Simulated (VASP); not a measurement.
**MgB2: single point with PBE**

MgB2:

```xyz
6
Lattice="6.1700 0.0000 0.0000 -1.5425 2.6717 0.0000 0.0000 0.0000 3.5230" Properties=species:S:1:pos:R:3 pbc="T T T"
Mg    0.0678   -0.0026   -0.0393
Mg    3.1181    0.0546    0.0703
B    -0.0611    1.7517    1.7593
B     1.4778    0.8704    1.8402
B     3.0277    1.7487    1.7028
B     4.5836    0.8558    1.6742
```

* Program: VASP 6.6.1
* Task: single point
* Functional: PBE
* Potentials or basis: VASP PAW PBE potentials, release 64 (Mg, B)
* Cutoff: 520 eV
* k mesh: 3 × 3 × 2
* Occupations: fermi-dirac, width 0.15 eV
* Spin: no spin polarisation

```json
{
  "Pressure": "-0.8 GPa",
  "Largest force": "1.030 eV/Å",
  "Band gap on the k mesh": "zero (bands 8 and 9 overlap by 3.46 eV)"
}
```

Forces in eV/Å, atoms in the order of the input:
```
Mg  -0.632 -0.119  0.234
Mg  -0.491 -0.477 -0.708
B    0.289  0.108  0.187
B    0.420  0.099 -0.935
B    0.278  0.207  0.575
B    0.136  0.181  0.646
```

Stress tensor (GPa, compression positive):
```
-2.54 -0.86  0.39
-0.86 -1.54  0.35
 0.39  0.35  1.62
```

Levels at points of the mesh, in eV from the Fermi level:
| k point | band 5 | band 6 | band 7 | band 8 | band 9 | band 10 | band 11 | band 12 |
| --- | --- | --- | --- | --- | --- | --- | --- | --- |
| (0.00, 0.00, 0.00) | -2.37 | -0.28 | 0.16 | 0.31 | 1.46 | 2.86 | 3.64 | 5.03 |
| (0.00, 0.00, 0.50) | -3.79 | -2.08 | -1.58 | 0.53 | 0.54 | 5.46 | 6.39 | 6.44 |

It took 7.6 s on 1 thread of AMD EPYC 9R45 96-Core Processor (Zen 5) (shared host), peak memory 0.14 GiB.

Caveat: the k points lie up to 0.89 Å⁻¹ apart, too coarse for converged energies and pressures of a metal; forces of over 1 eV/Å act on the atoms, so gaps and moduli don't describe the material at rest.
